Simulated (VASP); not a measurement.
Here is a VASP 6.6.1 calculation.

The input INCAR:

```
ALGO = Normal
EDIFF = 1E-6
ENCUT = 520
GGA = PE
ISIF = 2
ISMEAR = 0
ISPIN = 2
LASPH = T
LCHARG = F
LORBIT = 11
LREAL = F
LWAVE = F
MAGMOM = 0 0 0 1
NBANDS = 18
NELM = 150
PREC = Accurate
SIGMA = 0.1
```

KPOINTS

```
k-points
0
Gamma
  6 6 6
```

Contents of POSCAR:

```
BeB2N
1.0
    1.5547491359     -3.5476808820      0.0000000000
    1.5547491359      3.5476808820      0.0000000000
    0.0000000000      0.0000000000      2.6679652626
Be B N
1 2 1
Direct
    0.0000000000      0.0000000000      0.0000000000
    0.0000000000      0.5000000000      0.5000000000
    0.5000000000      0.0000000000      0.5000000000
    0.5000000000      0.5000000000      0.5000000000
```

Potentials or basis: VASP PAW PBE potentials, release 64 (Be, B, N).

The run is started by

```console
$ cat potpaw_PBE.64/Be/POTCAR potpaw_PBE.64/B/POTCAR potpaw_PBE.64/N/POTCAR > POTCAR
$ mpirun -np 1 vasp_std > vasp.out
```

(1) Estimate the pressure.

(2) Estimate the net moment.

Results:

(1) 0.0 GPa.

(2) 0.00 μB per cell.

Caveat: the k points lie up to 0.39 Å⁻¹ apart.
